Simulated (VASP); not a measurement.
SnO2, 6 atoms in the cell. It takes space group P4_2/mnm (No. 136, tetragonal). The conventional cell has a = 4.738 Å, b = 4.738 Å, c = 3.187 Å, α = 90.00°, β = 90.00°, γ = 90.00°. Within 2.7 Å of Sn (site symmetry mmm) lie 6 O at 2.05 to 2.06 Å. O (site symmetry m2m) has 3 Sn at 2.05 to 2.06 Å and 1 O at 2.59 Å within 2.7 Å. 

| Quantity | Value |
| --- | --- |
| Program | VASP 6.6.1 |
| Task | single point |
| Functional | PBE |
| Potentials or basis | VASP PAW PBE potentials, release 64 (Sn_d, O) |
| Cutoff | 520 eV |
| k mesh | 4 × 4 × 4 |
| Occupations | gaussian, width 0.01 eV |
| Spin | no spin polarisation |
| Dipole correction | no |
| Further INCAR settings | ALGO = Normal; EDIFF = 1e-07; NBANDS = 35 |

Potentials or basis: VASP PAW PBE potentials, release 64 (Sn_d, O).

Command:

```console
$ cat potpaw_PBE.64/Sn_d/POTCAR potpaw_PBE.64/O/POTCAR > POTCAR
$ mpirun -np 1 vasp_std > vasp.out
```

Hardware: 1 thread of Intel Xeon 8259CL (shared host).

**Question.** Estimate the wall time of this run.

**Answer.** Run time: 45 s on 1 thread of Intel Xeon 8259CL, on a shared host, peak memory 0.19 GiB. Counts: scf iterations 14, k points 18.
